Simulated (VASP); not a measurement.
Input of a VASP 6.6.1 run:

The input INCAR:

```
  ALGO = Normal
  EDIFF = 1E-6
  ENCUT = 520
  GGA = CA
  ISIF = 2
  ISMEAR = 0
  LASPH = T
  LCHARG = F
  LREAL = F
  LWAVE = F
  NBANDS = 21
  NELM = 100
  PREC = Accurate
  SIGMA = 0.1
```

Contents of KPOINTS:

```
k-points
0
Gamma
  5 5 5
```

File POSCAR:

```
TlBi
1.0
    3.9917090000      0.0000000000      0.0000000000
    0.0000000000      3.9917090000      0.0000000000
    0.0000000000      0.0000000000      3.9917090000
Tl Bi
1 1
Direct
    0.0000000000      0.0000000000      0.0150000000
    0.5000000000      0.5000000000      0.5000000000
```

Potentials or basis: VASP PAW LDA potentials, release 64 (Tl_d, Bi_d).

The run is started by

```sh
$ cat potpaw_LDA.64/Tl_d/POTCAR potpaw_LDA.64/Bi_d/POTCAR > POTCAR
$ mpirun -np 1 vasp_std > vasp.out
```

Problem. Estimate the largest force.

Solution. 0.043 eV/Å.

Problem. Estimate the pressure.

Solution. -4.0 GPa.

Problem. Predict the band gap on the k mesh.

Solution. Zero (bands 14 and 15 overlap by 2.86 eV).

Stress tensor (GPa, compression positive):
```
-3.94  0.00  0.00
 0.00 -3.94  0.00
 0.00  0.00 -4.01
```

Caveat: the cell stands under tension; spin-orbit coupling is left out, which moves the levels of the heavy elements.
